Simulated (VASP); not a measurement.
Write the native input for VASP 6.6.1 that does the following.

```yaml
Task: single point
Functional: PBE
Potentials_or_basis: VASP PAW PBE potentials, release 64 (Ce, Hf_pv, O)
Cutoff: 520 eV
k_mesh: 4 × 4 × 4
Occupations: gaussian, width 0.1 eV
Spin: no spin polarisation
Dipole_correction: no
Further_INCAR_settings: ALGO = Normal; EDIFF = 1e-07; NBANDS = 57
```

The structure of CeHf3O8 lies in POSCAR:

```
CeHf3O8
1.0
    3.8621198685     -3.5364044170      0.0403057833
    3.8621198685      3.5364044170      0.0403057833
   -3.5191036354      0.0000000000      5.3589166299
Ce Hf O
1 3 8
Direct
    0.5116151501      0.5116151501      0.0190993411
    0.2796855476      0.7889558600      0.5105555554
    0.7889558600      0.2796855476      0.5105555554
    0.9741333120      0.9741333120      0.9438130494
    0.6650732185      0.6650732185      0.7957680532
    0.1553682244      0.1553682244      0.7967566419
    0.8494780579      0.2751050557      0.1954295437
    0.2751050557      0.8494780579      0.1954295437
    0.4262093108      0.4262093108      0.3243548433
    0.8616812798      0.8616812798      0.3367499024
    0.6073356257      0.1080021414      0.6853607580
    0.1080021414      0.6073356257      0.6853607580
```

These files were run (other wordings do the same):

INCAR

```
SYSTEM = CeHf3O8
  PREC = Accurate
  ENCUT = 520
  EDIFF = 1E-7
  ISMEAR = 0
  SIGMA = 0.1
  LREAL = .FALSE.
  LASPH = .TRUE.
  NELM = 60
  ALGO = Normal
  ISIF = 2
  LWAVE = .FALSE.
  LCHARG = .FALSE.
  GGA = PE
  NBANDS = 57
```

KPOINTS

```
Automatic mesh
0
G
  4 4 4
  0 0 0
```

Potentials or basis: VASP PAW PBE potentials, release 64 (Ce, Hf_pv, O).

Launch:

```sh
$ cat potpaw_PBE.64/Ce/POTCAR potpaw_PBE.64/Hf_pv/POTCAR potpaw_PBE.64/O/POTCAR > POTCAR
$ mpirun -np 1 vasp_std > vasp.out
```

Results of the run:

| Quantity | Value |
| --- | --- |
| Pressure | -2.0 GPa |
| Largest force | 0.151 eV/Å |
| Band gap on the k mesh | 1.80 eV (least direct gap 1.82 eV) |

Caveat: spin-orbit coupling is left out, which moves the levels of the heavy elements.

It took 18 min on 1 thread of Intel(R) Xeon(R) Platinum 8488C (Sapphire Rapids), on a shared host, peak memory 0.37 GiB.
